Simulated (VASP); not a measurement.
# Te2Mo: single point with r2SCAN

The system is Te2Mo.

```
Mo Te
1.0
     3.54213    0.00000    0.00000
    -1.77107    3.06758    0.00000
     0.00000    0.00000   14.17667
Mo Te
2 4
Direct
  0.33333 0.66667 0.25000
  0.66667 0.33333 0.75000
  0.66667 0.33333 0.37658
  0.66667 0.33333 0.12342
  0.33333 0.66667 0.87658
  0.33333 0.66667 0.62342
```

| Item | Value |
| --- | --- |
| Program | VASP 6.6.1 |
| Task | single point |
| Functional | r2SCAN |
| Potentials or basis | VASP PAW PBE potentials, release 64 (Mo_sv, Te) |
| Cutoff | 520 eV |
| k mesh | 12 × 12 × 2 |
| Occupations | gaussian, width 0.01 eV |
| Spin | no spin polarisation |

The pressure is 1.3 GPa. The largest force is 0.008 eV/Å and the band gap on the k mesh is 0.93 eV (least direct gap 1.09 eV).

Forces in eV/Å, atoms in the order of the input:
```
Mo   0.000  0.000  0.000
Mo   0.000  0.000  0.000
Te   0.000  0.000 -0.008
Te   0.000  0.000  0.008
Te   0.000  0.000 -0.008
Te   0.000  0.000  0.008
```

Levels at points of the mesh, in eV from the valence-band top:
| k point | band 22 | band 23 | band 24 | band 25 | band 26 | band 27 | band 28 | band 29 | band 30 | band 31 |
| --- | --- | --- | --- | --- | --- | --- | --- | --- | --- | --- |
| (0.00, 0.00, 0.00) | -1.14 | -1.14 | -0.98 | -0.50 | 0.00 | 2.98 | 2.98 | 3.09 | 3.09 | 3.24 |
| (0.50, 0.00, 0.00) | -1.89 | -1.00 | -0.95 | -0.73 | -0.49 | 1.31 | 1.37 | 1.58 | 1.85 | 2.89 |
| (0.00, 0.00, 0.50) | -1.16 | -1.16 | -1.16 | -0.12 | -0.12 | 3.02 | 3.02 | 3.02 | 3.02 | 3.37 |
| (0.50, 0.00, 0.50) | -1.98 | -0.97 | -0.97 | -0.61 | -0.61 | 1.34 | 1.34 | 1.73 | 1.73 | 3.30 |

It took 11 min on 1 thread of Intel(R) Xeon(R) Platinum 8259CL CPU @ 2.50GHz (Skylake/Cascade Lake), on a shared host, peak memory 0.42 GiB.

Caveat: the PAW data sets were made with another functional, which shifts forces and pressure a little; spin-orbit coupling is left out, which moves the levels of the heavy elements. A k mesh can miss the band edges.
